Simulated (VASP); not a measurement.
Set up this calculation in VASP 6.6.1, as the native input.

- Task: single point
- Functional: r2SCAN
- Potentials or basis: VASP PAW PBE potentials, release 64 (K_sv)
- Cutoff: 520 eV
- k mesh: 12 × 12 × 12
- Occupations: gaussian, width 0.1 eV
- Spin: no spin polarisation
- Dipole correction: no
- Further INCAR settings: ALGO = Normal; EDIFF = 1e-07; NBANDS = 10

Crystal: K.

```xyz
1
Lattice="-2.7217 2.7217 2.7217 2.7217 -2.7217 2.7217 2.7217 2.7217 -2.7217" Properties=species:S:1:pos:R:3 pbc="T T T"
K     0.0000    0.0000    0.0000
```

One way to write it, as run:

POSCAR

```
K
1.0
   -2.7216681391      2.7216681391      2.7216681391
    2.7216681391     -2.7216681391      2.7216681391
    2.7216681391      2.7216681391     -2.7216681391
K
1
Direct
    0.0000000000      0.0000000000      0.0000000000
```

INCAR.step1

```
ALGO = Normal
EDIFF = 1E-4
ENCUT = 520
GGA = PE
ISMEAR = 0
LASPH = T
LCHARG = F
LREAL = F
LWAVE = T
NBANDS = 10
NELM = 80
PREC = Accurate
SIGMA = 0.1
```

INCAR.step2

```
ALGO = Normal
EDIFF = 1E-7
ENCUT = 520
ISIF = 2
ISMEAR = 0
ISTART = 1
LASPH = T
LCHARG = T
LELF = T
LMIXTAU = T
LREAL = F
LVHAR = T
LWAVE = F
METAGGA = R2SCAN
NBANDS = 10
NELM = 80
PREC = Accurate
SIGMA = 0.1
```

KPOINTS

```
k-points
0
Gamma
  12 12 12
```

Potentials or basis: VASP PAW PBE potentials, release 64 (K_sv).

Command:

```sh
$ cat potpaw_PBE.64/K_sv/POTCAR > POTCAR
$ cp INCAR.step1 INCAR
$ mpirun -np 1 vasp_std > vasp.out
$ cp INCAR.step2 INCAR
$ mpirun -np 1 vasp_std > vasp.out
```

It gave:

- Pressure: -0.2 GPa
- Band gap on the k mesh: zero (an odd number of electrons rules out a gap without spin polarisation)

Caveat: the PAW data sets were made with another functional, which shifts forces and pressure a little.

Wall time 68 s on 1 thread of Intel(R) Xeon(R) 6975P-C (Granite Rapids), on a shared host, peak memory 0.24 GiB.
